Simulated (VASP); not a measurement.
# TiAl (P1) in VASP: single point with PBE

Aim: the single point of TiAl with PBE.

Everything below comes from runs of VASP 6.6.1. Logs are shortened: lines on timing, memory, paths and dates and some standing lists are left out, and cuts for length are marked.

**1. The cell of the first run**

The typed cell holds 2 atoms: a = 2.867 Å, b = 2.867 Å, c = 4.678 Å, α = 90.00°, β = 90.00°, γ = 120.00°.

**2. Single point, PBE (one atom moved)**

Input file INCAR:

```
ALGO = Fast ; EDIFF = 1E-6
ENCUT = 520 ; GGA = PE
ISIF = 2 ; ISMEAR = 0
LASPH = True ; LCHARG = True
LELF = True ; LREAL = False
LVHAR = True ; LWAVE = False
NBANDS = 14 ; NELM = 100
PREC = Accurate ; SIGMA = 0.1
```

Input file KPOINTS:

```
k-points
0
Gamma
  15 15 8
```

Input file POSCAR:

```
TiAl
1.0
    2.8672622327      0.0000000000      0.0000000000
   -1.4336311163      2.4831219328      0.0000000000
    0.0000000000      0.0000000000      4.6780830000
Ti Al
1 1
Direct
    0.0000000000      0.0000000000      0.0000000000
    0.3792651318      0.6823042395      0.5203352527
```

Potentials or basis: VASP PAW PBE potentials, release 64 (Ti_sv, Al).

On the command line:

```
$ cat potpaw_PBE.64/Ti_sv/POTCAR potpaw_PBE.64/Al/POTCAR > POTCAR
$ mpirun -np 1 vasp_std > vasp.out
```

OUTCAR:

```text
EDIFF = 1E-6
   ENCUT = 520
   GGA = PE
   ISIF = 2
   ISMEAR = 0
   LASPH = True
   LREAL = False
   NELM = 100
   PREC = Accurate

 ion  position               nearest neighbor table
   1  0.000  0.000  0.000-   2 2.72   2 2.81   2 2.84   2 2.88   2 2.97   2 2.99
   2  0.379  0.682  0.520-   1 2.72   1 2.81   1 2.84   1 2.88   1 2.97   1 2.99

  LATTYP: Found a hexagonal cell.
 ALAT       =     2.8672622327
 C/A-ratio  =     1.6315504549

  Lattice vectors:

 A1 = (   2.8672622327,   0.0000000000,   0.0000000000)
 A2 = (  -1.4336311163,   2.4831219328,   0.0000000000)
 A3 = (   0.0000000000,   0.0000000000,   4.6780830000)

Analysis of symmetry for initial positions (statically):
=====================================================================
 Subroutine PRICEL returns:
 Original cell was already a primitive cell.

 Routine SETGRP: Setting up the symmetry group for a
 hexagonal supercell.

 Subroutine GETGRP returns: Found  1 space group operations
 (whereof  1 operations were pure point group operations)
 out of a pool of 24 trial point group operations.

The static configuration has the point symmetry C_1 .

Analysis of symmetry for dynamics (positions and initial velocities):
=====================================================================
 Subroutine PRICEL returns:
 Original cell was already a primitive cell.

 Routine SETGRP: Setting up the symmetry group for a
 hexagonal supercell.

 Subroutine GETGRP returns: Found  1 space group operations
 (whereof  1 operations were pure point group operations)
 out of a pool of 24 trial point group operations.

The dynamic configuration has the point symmetry C_1 .

 Subroutine INISYM returns: Found  1 space group operations
 (whereof  1 operations are pure point group operations),
 and found     1 'primitive' translations

----------------------------------------------------------------------------------------

                                     Primitive cell

  volume of cell :      33.3068

  direct lattice vectors                    reciprocal lattice vectors
     2.867262233  0.000000000  0.000000000     0.348764751  0.201359423  0.000000000
    -1.433631116  2.483121933  0.000000000     0.000000000  0.402718846  0.000000000
     0.000000000  0.000000000  4.678083000     0.000000000  0.000000000  0.213762774

  length of vectors
     2.867262233  2.867262233  4.678083000     0.402718846  0.402718846  0.213762774

  position of ions in fractional coordinates (direct lattice)
[... 90 lines left out ...]
   NELECT =      15.0000    total number of electrons
   NUPDOWN=      -1.0000    fix difference up-down
   EMIN   =  10.00;   EMAX   =-10.00  energy-range for DOS
   EFERMI =   0.00;   METHOD = LEGACY
   ISMEAR =     0;   SIGMA  =   0.10  broadening in eV -4-tet -1-fermi 0-gaus
   EFERMI_NEDOS =   21; number of points for ismear=-14 and -15
   IALGO  =     68    algorithm
   IMIX   =      4    mixing-type and parameters
     AMIX     =   0.40;   BMIX     =  1.00
     AMIX_MAG =   1.60;   BMIX_MAG =  1.00
  volume/ion in A,a.u.               =      16.65       112.38
  Fermi-wavevector in a.u.,A,eV,Ry     =   1.254857  2.371335 21.424622  1.574665
  Thomas-Fermi vector in A             =   2.388641
   LORBIT       =      0    0 simple, 1 ext, 2 COOP (PROOUT), +10 PAW based schemes
   GGA     = PE    functional components
   LHFCALC =     F    Hartree Fock is set to
   AEXX    =    0.0000 exact exchange contribution
   IVDW    =     0    specifies the selected vdW correction
   LEPSILON=     F    determine dielectric tensor
   LRPA    =     F    only Hartree local field effects (RPA)
 non-spin polarized calculation
 RMM-DIIS sequential band-by-band and
 Gauss-broadening in eV      SIGMA  =   0.10
  energy-cutoff  :      520.00
  volume of cell :       33.31
 maximum number of plane-waves:       917
 NGX is ok and might be reduce to    24
   NGX = 11   NGY = 11   NGZ = 17

 number of electron      15.0000001 magnetization

 Free energy of the ion-electron system (eV)
  ---------------------------------------------------
  ext. energy  EPLUGINS =         0.00000000
  ---------------------------------------------------
  free energy    TOTEN  =       -12.04123226 eV

  energy without entropy =      -12.02634623  energy(sigma->0) =      -12.03378925

 E-fermi :   7.8564     XC(G=0): -10.9276

 val. band max:        7.8559590011   @ k =   0.0000   0.3333   0.1250
 cond. band min:       7.8568893113   @ k =  -0.2000  -0.2000   0.2500
 fundamental gap:      0.0009303102
 Fermi energy:         7.8564418407

 k-point     1 :       0.0000    0.0000    0.0000
  band No.  band energies     occupation
      1     -48.6614      2.00000
      2     -24.9786      2.00000
      3     -24.5709      2.00000
      4     -24.5621      2.00000
      5      -1.0642      2.00000
      6       5.5386      2.00000
      7       6.0614      2.00000
      8       9.1261      0.00000
      9       9.1379      0.00000
     10      10.5995      0.00000
     11      10.6476      0.00000
     12      11.7489      0.00000
     13      20.7691      0.00000
     14      20.7947      0.00000
[... 377 lines left out ...]
      1     -48.6496      2.00000
      2     -24.9669      2.00000
      3     -24.6442      2.00000
      4     -24.5798      2.00000
      5      -0.7341      2.00000
      6       5.8734      2.00000
      7       6.1280      2.00000
      8       8.8201      0.00000
      9       9.4082      0.00000
     10      10.4964      0.00000
     11      10.7236      0.00000
     12      11.8168      0.00000
     13      17.8627      0.00000
     14      18.2155      0.00000

 [... further k-points ...]

------------------------ aborting loop because EDIFF is reached ----------------------------------------

  FORCE on cell =-STRESS in cart. coord.  units (eV):
  Direction    XX          YY          ZZ          XY          YZ          ZX
  --------------------------------------------------------------------------------------
  -------------------------------------------------------------------------------------
  Total        0.3068923      0.0747140      0.0359563      0.3429489      0.0422988      0.0958987
  in kB       14.7626128      3.5940099      1.7296256     16.4970637      2.0347229      4.6130673
  external PRESSURE =       6.6954161 kB  Pullay stress =       0.0000000 kB

 VOLUME and BASIS-vectors are now :
 -----------------------------------------------------------------------------
  energy-cutoff  :      520.00
  volume of cell :       33.31
      direct lattice vectors                 reciprocal lattice vectors
     2.867262233  0.000000000  0.000000000     0.348764751  0.201359423  0.000000000
    -1.433631116  2.483121933  0.000000000     0.000000000  0.402718846  0.000000000
     0.000000000  0.000000000  4.678083000     0.000000000  0.000000000  0.213762774

 POSITION                                       TOTAL-FORCE (eV/Angst)
 -----------------------------------------------------------------------------------
      0.00000      0.00000      0.00000         0.239668      0.103759      0.670022
      0.10928      1.69424      2.43417        -0.239668     -0.103759     -0.670022
 -----------------------------------------------------------------------------------
    total drift:                               -0.000059     -0.000017     -0.000146

  FREE ENERGIE OF THE ION-ELECTRON SYSTEM (eV)
  ---------------------------------------------------
  free  energy   TOTEN  =       -12.0412322629 eV

  energy  without entropy=      -12.0263462317  energy(sigma->0) =      -12.03378925
```

OSZICAR:

```text
N       E                     dE             d eps       ncg     rms          rms(c)
DAV:   1     0.100464947383E+03    0.10046E+03   -0.71112E+03 25276   0.108E+03
DAV:   2    -0.764683790752E+01   -0.10811E+03   -0.10394E+03 26230   0.299E+02
DAV:   3    -0.133906542467E+02   -0.57438E+01   -0.56085E+01 38140   0.661E+01
[... 21 lines left out ...]
RMM:  25    -0.120412275565E+02   -0.21296E-05   -0.22997E-05 31964   0.198E-02    0.371E-03
RMM:  26    -0.120412293180E+02   -0.17615E-05   -0.18233E-05 31429   0.180E-02    0.534E-03
RMM:  27    -0.120412305282E+02   -0.12102E-05   -0.11778E-05 28494   0.145E-02    0.314E-03
RMM:  28    -0.120412315777E+02   -0.10495E-05   -0.94480E-06 29893   0.132E-02    0.175E-03
RMM:  29    -0.120412322629E+02   -0.68512E-06   -0.63053E-06 27643   0.117E-02
   1 F= -.12041232E+02 E0= -.12033789E+02  d E =-.148860E-01
```

stdout:

```text
POSCAR found type information on POSCAR TiAl
 POSCAR found :  2 types and       2 ions
 scaLAPACK will be used
 LDA part: xc-table for (Slater+PW92), standard interpolation
 POSCAR, INCAR and KPOINTS ok, starting setup
 FFT: planning ... GRIDC
 FFT: planning ... GRID_SOFT
 FFT: planning ... GRID
 WAVECAR not read
 entering main loop
WARNING in EDDRMM: call to ZHEGV failed, returncode =   8  4      8
WARNING in EDDRMM: call to ZHEGV failed, returncode =   6  3      5
WARNING in EDDRMM: call to ZHEGV failed, returncode =   6  3      8
WARNING in EDDRMM: call to ZHEGV failed, returncode =   6  3      5
WARNING in EDDRMM: call to ZHEGV failed, returncode =   8  4     10
WARNING in EDDRMM: call to ZHEGV failed, returncode =   6  3      4
WARNING in EDDRMM: call to ZHEGV failed, returncode =   6  3      3
WARNING in EDDRMM: call to ZHEGV failed, returncode =   6  3      4
WARNING in EDDRMM: call to ZHEGV failed, returncode =   8  4      6
WARNING in EDDRMM: call to ZHEGV failed, returncode =   6  3      7
WARNING in EDDRMM: call to ZHEGV failed, returncode =   6  3      5
WARNING in EDDRMM: call to ZHEGV failed, returncode =   6  3     10
WARNING in EDDRMM: call to ZHEGV failed, returncode =   6  3      9
WARNING in EDDRMM: call to ZHEGV failed, returncode =   8  4      4
WARNING in EDDRMM: call to ZHEGV failed, returncode =   6  3      7
WARNING in EDDRMM: call to ZHEGV failed, returncode =   6  3      7
WARNING in EDDRMM: call to ZHEGV failed, returncode =   6  3     14
WARNING in EDDRMM: call to ZHEGV failed, returncode =   6  3      2
```

Run time: 5.9 min. Hardware: 1 thread of Intel Xeon 6975P-C (Granite Rapids), shared host; peak memory 0.52 GiB.

Results:

| Property | Result |
| --- | --- |
| Free energy | -12.0412 eV |
| Pressure | 0.7 GPa |
| Largest force | 0.719 eV/Å |

Forces in eV/Å, atoms in the order of the input:
```
Ti   0.240  0.104  0.670
Al  -0.240 -0.104 -0.670
```

Levels at points of the mesh, in eV from the Fermi level:
```csv
k point,band 4,band 5,band 6,band 7,band 8,band 9,band 10,band 11,band 12,band 13
"(0.00, 0.00, 0.00)",-32.42,-8.92,-2.32,-1.80,1.27,1.28,2.74,2.79,3.89,12.91
"(0.00, 0.00, 0.50)",-32.42,-8.03,-5.26,-0.43,1.28,1.30,2.67,2.71,6.78,10.96
```

Caveat: the cell differs from its parent crystal (one atom moved).
